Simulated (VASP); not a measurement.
# Li2Se (Fm-3m) in VASP: a series of runs

Li2Se is run at these levels: LDA; tasks: electric field gradients.

Everything below comes from runs of VASP 6.6.1. Logs are shortened: lines on timing, memory, paths and dates and some standing lists are left out, and cuts for length are marked.

## Step 1: The cell of the first run

The structure is cubic, space group Fm-3m (No. 225). The conventional cell has a = 6.084 Å, b = 6.084 Å, c = 6.084 Å, α = 90.00°, β = 90.00°, γ = 90.00°. Li (site symmetry -43m) has 4 Se at 2.63 Å and 6 Li at 3.04 Å within 3.5 Å. Within 3.5 Å of Se (site symmetry m-3m) lie 8 Li at 2.63 Å.

## Step 2: Electric field gradients, LDA (18.77 Å³/atom)

The input, INCAR:

```
SYSTEM = Li2Se
  PREC = Accurate
  ENCUT = 650
  EDIFF = 1E-8
  ISMEAR = -1
  SIGMA = 0.03
  LREAL = .False.
  LASPH = .True.
  NELM = 120
  ALGO = Normal
  ISIF = 2
  LWAVE = .False.
  LCHARG = .False.
  GGA = CA
  LEFG = .True.
  NBANDS = 13
  GGA_COMPAT = .False.
```

The input, KPOINTS:

```
Automatic mesh
0
Gamma
  9 9 9
  0 0 0
```

The input, POSCAR:

```
Li2Se
1.0
    0.0000000000      3.0420111100      3.0420111100
    3.0420111100      0.0000000000      3.0420111100
    3.0420111100      3.0420111100      0.0000000000
Li Se
2 1
Direct
    0.2500000000      0.2500000000      0.2500000000
    0.7500000000      0.7500000000      0.7500000000
    0.0000000000      0.0000000000      0.0000000000
```

Potentials or basis: VASP PAW LDA potentials, release 64 (Li_sv, Se).

On the command line:

```sh
cat potpaw_LDA.64/Li_sv/POTCAR potpaw_LDA.64/Se/POTCAR > POTCAR
mpirun -np 1 vasp_std > vasp.out
```

OUTCAR:

```text
SYSTEM = Li2Se
   PREC = Accurate
   ENCUT = 650
   EDIFF = 1E-8
   ISMEAR = -1
   LREAL = .False.
   LASPH = .True.
   NELM = 120
   ISIF = 2
   GGA = CA

 ion  position               nearest neighbor table
   1  0.250  0.250  0.250-   3 2.63   3 2.63   3 2.63   3 2.63
   2  0.750  0.750  0.750-   3 2.63   3 2.63   3 2.63   3 2.63
   3  0.000  0.000  0.000-   2 2.63   2 2.63   2 2.63   1 2.63   1 2.63   1 2.63   2 2.63   1 2.63

  LATTYP: Found a face centered cubic cell.
 ALAT       =     6.0840222200

  Lattice vectors:

 A1 = (   0.0000000000,   3.0420111100,   3.0420111100)
 A2 = (   3.0420111100,   0.0000000000,   3.0420111100)
 A3 = (   3.0420111100,   3.0420111100,   0.0000000000)

Analysis of symmetry for initial positions (statically):
=====================================================================
 Subroutine PRICEL returns:
 Original cell was already a primitive cell.

 Routine SETGRP: Setting up the symmetry group for a
 face centered cubic supercell.

 Subroutine GETGRP returns: Found 48 space group operations
 (whereof 48 operations were pure point group operations)
 out of a pool of 48 trial point group operations.

The static configuration has the point symmetry O_h .

Analysis of symmetry for dynamics (positions and initial velocities):
=====================================================================
 Subroutine PRICEL returns:
 Original cell was already a primitive cell.

 Routine SETGRP: Setting up the symmetry group for a
 face centered cubic supercell.

 Subroutine GETGRP returns: Found 48 space group operations
 (whereof 48 operations were pure point group operations)
 out of a pool of 48 trial point group operations.

The dynamic configuration has the point symmetry O_h .

 Subroutine INISYM returns: Found 48 space group operations
 (whereof 48 operations are pure point group operations),
 and found     1 'primitive' translations

----------------------------------------------------------------------------------------

                                     Primitive cell

  volume of cell :      56.3005

  direct lattice vectors                    reciprocal lattice vectors
     0.000000000  3.042011110  3.042011110    -0.164364949  0.164364949  0.164364949
     3.042011110  0.000000000  3.042011110     0.164364949 -0.164364949  0.164364949
     3.042011110  3.042011110  0.000000000     0.164364949  0.164364949 -0.164364949

  length of vectors
     4.302053369  4.302053369  4.302053369     0.284688442  0.284688442  0.284688442

  position of ions in fractional coordinates (direct lattice)
     0.250000000  0.250000000  0.250000000
     0.750000000  0.750000000  0.750000000
     0.000000000  0.000000000  0.000000000

  ion indices of the primitive-cell ions
   primitive index   ion index
                 1           1
                 2           2
                 3           3

----------------------------------------------------------------------------------------

 KPOINTS: Automatic mesh

Automatic generation of k-mesh.
 Grid dimensions read from file:
 generate k-points for:    9    9    9

 Generating k-lattice:

  Cartesian coordinates                     Fractional coordinates (reciprocal lattice)
    -0.018262772  0.018262772  0.018262772     0.111111111  0.000000000  0.000000000
     0.018262772 -0.018262772  0.018262772     0.000000000  0.111111111  0.000000000
     0.018262772  0.018262772 -0.018262772     0.000000000  0.000000000  0.111111111

  Length of vectors
     0.031632049  0.031632049  0.031632049

  Shift w.r.t. Gamma in fractional coordinates (k-lattice)
     0.000000000  0.000000000  0.000000000

 Subroutine IBZKPT returns following result:
 ===========================================

 Found     35 irreducible k-points:

 Following reciprocal coordinates:
[... 38 lines left out ...]
   ISPIN  =      1    spin polarized calculation?
   LNONCOLLINEAR =      F non collinear calculations
   LSORBIT =      F    spin-orbit coupling
   LASPH  =      T    aspherical Exc in radial PAW
   ENCUT  =  650.0 eV  47.77 Ry    6.91 a.u.   8.94  8.94  8.94*2*pi/ulx,y,z
   NELM   =    120;   NELMIN=  2; NELMDL= -5     # of ELM steps
   EDIFF  = 0.1E-07   stopping-criterion for ELM
   LREAL  =      F    real-space projection
   EDIFFG = 0.1E-06   stopping-criterion for IOM
   NSW    =      0    number of steps for IOM
   IBRION =     -1    ionic relax: 0-MD 1-quasi-New 2-CG
   NFREE  =      0    steps in history (QN), initial steepest desc. (CG)
   ISIF   =      2    stress and relaxation
   ISYM   =      2    0-nonsym 1-usesym 2-fastsym
   POTIM  = 0.5000    time-step for ionic-motion
   TEBEG  =    0.0;   TEEND  =   0.0 temperature during run
   PSTRESS=    0.0 pullay stress
   NELECT =      12.0000    total number of electrons
   NUPDOWN=      -1.0000    fix difference up-down
   EMIN   =  10.00;   EMAX   =-10.00  energy-range for DOS
   EFERMI =   0.00;   METHOD = LEGACY
   ISMEAR =    -1;   SIGMA  =   0.03  broadening in eV -4-tet -1-fermi 0-gaus
   EFERMI_NEDOS =   21; number of points for ismear=-14 and -15
   IALGO  =     38    algorithm
   IMIX   =      4    mixing-type and parameters
     AMIX     =   0.40;   BMIX     =  1.00
     AMIX_MAG =   1.60;   BMIX_MAG =  1.00
  volume/ion in A,a.u.               =      18.77       126.64
  Fermi-wavevector in a.u.,A,eV,Ry     =   0.977908  1.847977 13.011294  0.956303
  Thomas-Fermi vector in A             =   2.108642
   LORBIT       =      0    0 simple, 1 ext, 2 COOP (PROOUT), +10 PAW based schemes
   GGA     = CA    functional components
   LHFCALC =     F    Hartree Fock is set to
   AEXX    =    0.0000 exact exchange contribution
   IVDW    =     0    specifies the selected vdW correction
   LEPSILON=     F    determine dielectric tensor
   LRPA    =     F    only Hartree local field effects (RPA)
 non-spin polarized calculation
  energy-cutoff  :      650.00
  volume of cell :       56.30
 maximum number of plane-waves:      2144
   NGX = 17   NGY = 17   NGZ = 17

 number of electron      11.9999995 magnetization

 Free energy of the ion-electron system (eV)
  ---------------------------------------------------
  ext. energy  EPLUGINS =         0.00000000
  ---------------------------------------------------
  free energy    TOTEN  =       -12.10473546 eV

  energy without entropy =      -12.10473546  energy(sigma->0) =      -12.10473546

 E-fermi :   1.4888     XC(G=0):  -8.3940

 val. band max:        0.7515050194   @ k =   0.0000   0.0000   0.0000
 cond. band min:       3.6646490344   @ k =   0.4444   0.4444   0.0000
 fundamental gap:      2.9131440149
 Fermi energy:         1.4888336425

 k-point     1 :       0.0000    0.0000    0.0000
  band No.  band energies     occupation
      1     -43.0389      2.00000
      2     -43.0162      2.00000
      3     -10.5682      2.00000
      4       0.7515      2.00000
      5       0.7515      2.00000
      6       0.7515      2.00000
      7       3.8021      0.00000
      8       6.2017      0.00000
      9       6.2017      0.00000
     10       6.2017      0.00000
     11      11.1892      0.00000
     12      11.1892      0.00000
     13      11.2991      0.00000
[... 354 lines left out ...]
  band No.  band energies     occupation
      1     -43.0312      2.00000
      2     -43.0230      2.00000
      3     -10.1535      2.00000
      4      -1.4051      2.00000
      5      -0.6034      2.00000
      6      -0.6034      2.00000
      7       3.6646      0.00000
      8       6.7379      0.00000
      9      10.2230      0.00000
     10      10.2230      0.00000
     11      11.1735      0.00000
     12      12.6062      0.00000
     13      12.6062      0.00000

 [... further k-points ...]

------------------------ aborting loop because EDIFF is reached ----------------------------------------

  FORCE on cell =-STRESS in cart. coord.  units (eV):
  Direction    XX          YY          ZZ          XY          YZ          ZX
  --------------------------------------------------------------------------------------
  -------------------------------------------------------------------------------------
  Total       -1.2905196     -1.2905196     -1.2905196      0.0000000      0.0000000      0.0000000
  in kB      -36.7250854    -36.7250854    -36.7250854      0.0000000      0.0000000      0.0000000
  external PRESSURE =     -36.7250854 kB  Pullay stress =       0.0000000 kB

 VOLUME and BASIS-vectors are now :
 -----------------------------------------------------------------------------
  energy-cutoff  :      650.00
  volume of cell :       56.30
      direct lattice vectors                 reciprocal lattice vectors
     0.000000000  3.042011110  3.042011110    -0.164364949  0.164364949  0.164364949
     3.042011110  0.000000000  3.042011110     0.164364949 -0.164364949  0.164364949
     3.042011110  3.042011110  0.000000000     0.164364949  0.164364949 -0.164364949

 POSITION                                       TOTAL-FORCE (eV/Angst)
 -----------------------------------------------------------------------------------
      1.52101      1.52101      1.52101         0.000000      0.000000      0.000000
      4.56302      4.56302      4.56302        -0.000000     -0.000000     -0.000000
      0.00000      0.00000      0.00000        -0.000000      0.000000      0.000000
 -----------------------------------------------------------------------------------
    total drift:                                0.000000      0.000000      0.000000

  FREE ENERGIE OF THE ION-ELECTRON SYSTEM (eV)
  ---------------------------------------------------
  free  energy   TOTEN  =       -12.1047354633 eV

  energy  without entropy=      -12.1047354633  energy(sigma->0) =      -12.10473546

 Electric field gradients (V/A^2)
---------------------------------------------------------------------
 ion       V_xx      V_yy      V_zz      V_xy      V_xz      V_yz
---------------------------------------------------------------------
   1       0.000    -0.000    -0.000    -0.002    -0.002    -0.002
   2      -0.000    -0.000    -0.000    -0.002    -0.002    -0.002
   3       0.000     0.000     0.000    -0.000    -0.000    -0.000
---------------------------------------------------------------------

 Electric field gradients after diagonalization (V/A^2)
 (convention: |V_zz| > |V_xx| > |V_yy|)
----------------------------------------------------------------------
 ion       V_xx      V_yy      V_zz     asymmetry (V_yy - V_xx)/ V_zz
----------------------------------------------------------------------
   1       0.002     0.002    -0.004       0.000
   2       0.002     0.002    -0.004       0.000
   3       0.000     0.000    -0.000       0.000
----------------------------------------------------------------------

           NMR quadrupolar parameters

 Cq : quadrupolar parameter    Cq=e*Q*V_zz/h
 eta: asymmetry parameters     (V_yy - V_xx)/ V_zz
 Q  : nuclear electric quadrupole moment in mb (millibarn)
----------------------------------------------------------------------
 ion       Cq(MHz)       eta       Q (mb)
----------------------------------------------------------------------
   1      -0.000       0.000       1.000
   2      -0.000       0.000       1.000
   3      -0.000       0.000       1.000
----------------------------------------------------------------------
```

Wall time 66 s (1 thread of Intel Xeon 8259CL, shared host); peak memory 0.18 GiB.

Results:

- Free energy: -12.1047 eV
- Pressure: -3.7 GPa
- Band gap on the k mesh: 2.91 eV (least direct gap 3.05 eV)
- Largest electric field gradient by atom: zero within the noise of the run

Caveat: the cell stands under tension; an odd mesh through Γ misses points on the zone boundary, where band edges can lie.

[end of part 1 of 2]
